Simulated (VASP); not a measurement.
Write the native input for VASP 6.6.1 that does the following.

* Task: single point
* Functional: r2SCAN
* Potentials or basis: VASP PAW PBE potentials, release 64 (Sr_sv, O)
* Cutoff: 520 eV
* k mesh: 8 × 8 × 8
* Occupations: gaussian, width 0.05 eV
* Spin: no spin polarisation
* Dipole correction: no
* Further INCAR settings: ALGO = Normal; EDIFF = 1e-07; NBANDS = 15

The system is SrO.

```
Sr O
1.0
     0.00000    2.63404    2.56980
     2.63404    0.00000    2.56980
     2.63404    2.63404    0.00000
Sr O
1 1
Direct
  0.00000 0.00000 0.00000
  0.50000 0.50000 0.50000
```

This cell differs from its parent crystal: strain +0.025 along x and y, +0.000 along z.

The input as run:

POSCAR

```
SrO
1.0
    0.0000000000      2.6340450000      2.5698000000
    2.6340450000      0.0000000000      2.5698000000
    2.6340450000      2.6340450000      0.0000000000
Sr O
1 1
Direct
    0.0000000000      0.0000000000      0.0000000000
    0.5000000000      0.5000000000      0.5000000000
```

INCAR.step1

```
SYSTEM = SrO
PREC     = Accurate       ! precision mode
ENCUT    = 520            ! plane-wave cutoff, eV
ISMEAR   = 0              ! smearing method
SIGMA    = 0.05           ! smearing width, eV
LREAL    = .FALSE.        ! projectors in reciprocal space
LASPH    = .TRUE.         ! aspherical terms in the spheres
NELM     = 80             ! most SCF steps
NBANDS   = 15             ! bands
GGA      = PE             ! functional
ALGO     = Normal         ! electronic algorithm
EDIFF    = 1E-4           ! SCF threshold, eV
LWAVE    = .TRUE.         ! write WAVECAR
LCHARG   = .FALSE.        ! write CHGCAR
```

INCAR.step2

```
SYSTEM = SrO
PREC     = Accurate       ! precision mode
ENCUT    = 520            ! plane-wave cutoff, eV
EDIFF    = 1E-7           ! SCF threshold, eV
ISMEAR   = 0              ! smearing method
SIGMA    = 0.05           ! smearing width, eV
LREAL    = .FALSE.        ! projectors in reciprocal space
LASPH    = .TRUE.         ! aspherical terms in the spheres
NELM     = 80             ! most SCF steps
ALGO     = Normal         ! electronic algorithm
ISIF     = 2              ! what is computed and relaxed
LWAVE    = .FALSE.        ! write WAVECAR
LCHARG   = .FALSE.        ! write CHGCAR
METAGGA  = R2SCAN         ! meta-GGA
LMIXTAU  = .TRUE.       
NBANDS   = 15             ! bands
ISTART   = 1
```

KPOINTS

```
Automatic mesh
0
G
  8 8 8
  0 0 0
```

Potentials or basis: VASP PAW PBE potentials, release 64 (Sr_sv, O).

Run with:

```console
$ cat potpaw_PBE.64/Sr_sv/POTCAR potpaw_PBE.64/O/POTCAR > POTCAR
$ cp INCAR.step1 INCAR
$ mpirun -np 1 vasp_std > vasp.out
$ cp INCAR.step2 INCAR
$ mpirun -np 1 vasp_std > vasp.out
```

Results of the run:

```yaml
Pressure: -2.7 GPa
Band_gap_on_the_k_mesh: 3.65 eV, indirect (least direct gap 3.85 eV)
```

Caveat: the cell differs from its parent crystal (strain +0.025 along x and y, +0.000 along z); the PAW data sets were made with another functional, which shifts forces and pressure a little.

It took 2.6 min on 1 thread of AMD EPYC 7R43 64-Core Processor (Zen 3), on a shared host, peak memory 0.15 GiB.
